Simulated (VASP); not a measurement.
# AlSn: single point with PBE

Crystal: AlSn.

```xyz
2
Lattice="4.1124 0.0000 0.0000 -2.0562 3.5614 0.0000 0.0000 0.0000 3.2393" Properties=species:S:1:pos:R:3 pbc="T T T"
Sn    0.0000    2.3743    1.6197
Al    0.0000    0.0000    0.0000
```

This cell differs from its parent crystal: volume scaled by 0.94.

```json
{
  "Program": "VASP 6.6.1",
  "Task": "single point",
  "Functional": "PBE",
  "Potentials or basis": "VASP PAW PBE potentials, release 64 (Sn_d, Al)",
  "Cutoff": "520 eV",
  "k mesh": "7 × 7 × 8",
  "Occupations": "fermi-dirac, width 0.05 eV",
  "Spin": "no spin polarisation",
  "Dipole correction": "no",
  "Further INCAR settings": "ALGO = Normal; EDIFF = 1e-07; NBANDS = 16"
}
```

* Pressure: 3.9 GPa

Stress tensor (GPa, compression positive):
```
3.44 0.00 0.00
0.00 3.44 0.00
0.00 0.00 4.71
```

Levels at points of the mesh, in eV from the Fermi level:
```csv
k point,band 6,band 7,band 8,band 9,band 10,band 11
"(0.00, 0.00, 0.00)",-10.89,-0.27,-0.27,1.04,2.71,3.14
"(0.00, 0.00, 0.50)",-7.66,-6.53,2.85,2.85,3.70,3.70
```

Wall time 16 s on 1 thread of Intel Xeon 8259CL (shared host), peak memory 0.18 GiB.

Caveat: spin-orbit coupling is left out, which moves the levels of the heavy elements.
